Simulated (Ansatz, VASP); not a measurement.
# ZnS: VASP beside Ansatz

```
CELL_PARAMETERS angstrom
0.00000 2.69399 2.69399
2.69399 0.00000 2.69399
2.69399 2.69399 0.00000
ATOMIC_POSITIONS crystal
Zn 0.25000 0.25000 0.25000
S 0.00000 0.00000 0.00000
```

Alike in both runs: task single point; functional PBE; k mesh 10 × 10 × 10; occupations gaussian, width 0.02 eV; no spin polarisation.

|  | VASP | Ansatz |
| --- | --- | --- |
| version | VASP 6.6.1 | Ansatz 0.2.0 |
| potentials or method | VASP PAW PBE potentials, release 64 (Zn, S), cutoff 520 eV | scalar-relativistic, plane waves, PAW |
| valence electrons in the cell | 18 | 18 |

VASP gave:

| Item | Value |
| --- | --- |
| gap on the k mesh at the Fermi level (eV) | 2.15 |
| least direct gap on the mesh (eV) | 2.15 |
| pressure (GPa) | 2.5 |

Which values does Ansatz return?

gap on the k mesh at the Fermi level (eV): 2.15; least direct gap on the mesh (eV): 2.15; pressure (GPa): 2.3.
